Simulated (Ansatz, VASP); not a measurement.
# Two plane-wave programs on LaNb2O2

Contents of INCAR:

```
PREC = Accurate ; ENCUT = 600
EDIFF = 1E-6 ; ISMEAR = 0
SIGMA = 0.1 ; LREAL = F
LASPH = T ; NELM = 60
ALGO = Normal ; ISIF = 3
LWAVE = F ; LCHARG = F
GGA = PE ; IBRION = 2
NSW = 90 ; EDIFFG = -0.04
```

Contents of KPOINTS:

```
regular mesh
0
Gamma
  4 4 4
```

POSCAR

```
LaNb2O2
1.0
    3.8759638400      0.0000000000      0.0000000000
    0.0000000000      4.0789026200      0.0000000000
    0.0000000000      0.0000000000      4.9759221000
La Nb O
1 2 2
Direct
    0.0000000000      0.5000000000      0.0000000000
    0.5000000000      0.5000000000      0.7747877600
    0.5000000000      0.5000000000      0.2252122400
    0.5000000000      0.5000000000      0.5000000000
    0.0000000000      0.0000000000      0.5000000000
```

Input for Ansatz:

```yaml
crystal:
  lattice:
    - [3.87596384, 0.0, 0.0]
    - [0.0, 4.07890262, 0.0]
    - [0.0, 0.0, 4.9759221]
  atoms:
    - { symbol: La, position: [0.0, 0.5, 0.0] }
    - { symbol: Nb, position: [0.5, 0.5, 0.77478776] }
    - { symbol: Nb, position: [0.5, 0.5, 0.22521224] }
    - { symbol: O, position: [0.5, 0.5, 0.5] }
    - { symbol: O, position: [0.0, 0.0, 0.5] }
basis:
  ecutwfc: 420
kpoints:
  mp_grid: { grid: [4, 4, 4] }
hamiltonian:
  xc: pbe
scf:
  occupations: { method: gaussian, width: 0.1 }
  lower_state_search: "off"
output:
  forces: true
  stress: true
  eigenvalues: true
relax:
  adjacent_minimum: "off"
  f_tol: 0.04
  max_steps: 70
  cell: { stress_tol: 0.4 }
```

Alike in both runs: task relaxation of cell and atoms; functional PBE; k mesh 4 × 4 × 4; occupations gaussian, width 0.1 eV; no spin polarisation.

|  | VASP | Ansatz |
| --- | --- | --- |
| version | VASP 6.6.1 | Ansatz 0.2.0 |
| potentials or method | VASP PAW PBE potentials, release 64 (La, Nb_sv, O), cutoff 600 eV | scalar-relativistic, plane waves, PAW |
| valence electrons in the cell | 49 | 49 |

VASP gave:

* gap on the k mesh at the Fermi level, each at its own relaxed structure (eV): none
* relaxed volume (Å³/atom): 20.03
* relaxed cell length with the largest relative difference (Å): 5.890

Question: Estimate Ansatz's values.

Answer: gap on the k mesh at the Fermi level, each at its own relaxed structure (eV): none; relaxed volume (Å³/atom): 23.69; relaxed cell length with the largest relative difference (Å): 6.581.

A gap of «none» marks a metal or a gap that the smearing closes. One of these differences is far larger than is usual between the two programs; its cause wasn't traced.

The k mesh is coarse, so the values compare programs but aren't converged. Neither program's run includes spin-orbit coupling. Noted on VASP's run: the volume moved by over 15 % at a fixed basis, so the end points are rough.
